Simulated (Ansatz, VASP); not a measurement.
**ZnS: VASP beside Ansatz**

Contents of POSCAR:

```
ZnS
1.0
    0.0000000000      2.7020000000      2.7020000000
    2.7020000000      0.0000000000      2.7020000000
    2.7020000000      2.7020000000      0.0000000000
Zn S
1 1
Direct
    0.7500000000      0.7500000000      0.7500000000
    0.0000000000      0.0000000000      0.0000000000
```

Contents of INCAR.step1:

```
PREC     = Accurate       # precision mode
ENCUT    = 600            # plane-wave cutoff, eV
EDIFF    = 1E-5           # SCF threshold, eV
ISMEAR   = -1             # smearing method
SIGMA    = 0.05           # smearing width, eV
LREAL    = F              # projectors in reciprocal space
LASPH    = T              # aspherical terms in the spheres
NELM     = 80             # most SCF steps
ALGO     = Normal         # electronic algorithm
LWAVE    = T              # write WAVECAR
LCHARG   = F              # write CHGCAR
GGA      = PE             # functional
NBANDS   = 16             # bands
```

INCAR.step2

```
PREC     = Accurate       # precision mode
ENCUT    = 600            # plane-wave cutoff, eV
EDIFF    = 1E-6           # SCF threshold, eV
ISMEAR   = -1             # smearing method
SIGMA    = 0.05           # smearing width, eV
LREAL    = F              # projectors in reciprocal space
LASPH    = T              # aspherical terms in the spheres
NELM     = 80             # most SCF steps
ALGO     = Normal         # electronic algorithm
ISIF     = 3              # what is computed and relaxed
LWAVE    = F              # write WAVECAR
LCHARG   = F              # write CHGCAR
GGA      = PE             # functional
LHFCALC  = T              # exact exchange
AEXX     = 0.25           # exact-exchange fraction
PRECFOCK = Normal       
IBRION   = 2              # ionic algorithm
NSW      = 60             # ionic steps
EDIFFG   = -0.01          # ionic threshold
ISTART   = 1
```

File KPOINTS:

```
Automatic mesh
0
Gamma
  5 5 5
```

Contents of input.yaml:

```yaml
crystal:
  lattice:
    - [0.0, 2.702, 2.702]
    - [2.702, 0.0, 2.702]
    - [2.702, 2.702, 0.0]
  atoms:
    - { symbol: Zn, position: [0.75, 0.75, 0.75] }
    - { symbol: S, position: [0.0, 0.0, 0.0] }
hamiltonian:
  xc: pbe0
  pseudopotentials: { kind: paw }
kpoints:
  mp_grid: { grid: [5, 5, 5] }
scf:
  occupations: { method: fermi_dirac, width: 0.05 }
output:
  forces: true
  stress: true
relax:
  f_tol: 0.01
  max_steps: 40
  cell: { stress_tol: 0.05 }
```

Alike in both runs: task relaxation of cell and atoms; functional PBE0; k mesh 5 × 5 × 5; occupations fermi-dirac, width 0.05 eV; no spin polarisation.

|  | VASP | Ansatz |
| --- | --- | --- |
| version | VASP 6.6.1 | Ansatz 0.2.0 |
| potentials or method | VASP PAW PBE potentials, release 64 (Zn, S) | Ansatz PAW |
| plane-wave cutoff (eV) | 600 | 420 |
| valence electrons in the cell | 18 | 18 |

VASP gave:

```
gap on the k mesh at the Fermi level, each at its own relaxed structure (eV)  : 3.99
relaxed volume (Å³/atom)                                                      : 19.91
relaxed length of the cell vector where the two differ most in proportion (Å) : 3.833
```

Task: What did Ansatz give for the same quantities?

Result: gap on the k mesh at the Fermi level, each at its own relaxed structure (eV): 3.97; relaxed volume (Å³/atom): 19.91; relaxed length of the cell vector where the two differ most in proportion (Å): 3.833.

Noted on Ansatz's run: odd divisions of the mesh miss points on the zone boundary, where band edges often lie, so the gap on the mesh can be too wide; the plane-wave basis is chosen anew once the cell has moved, so the energies of steps on either side of that aren't comparable.
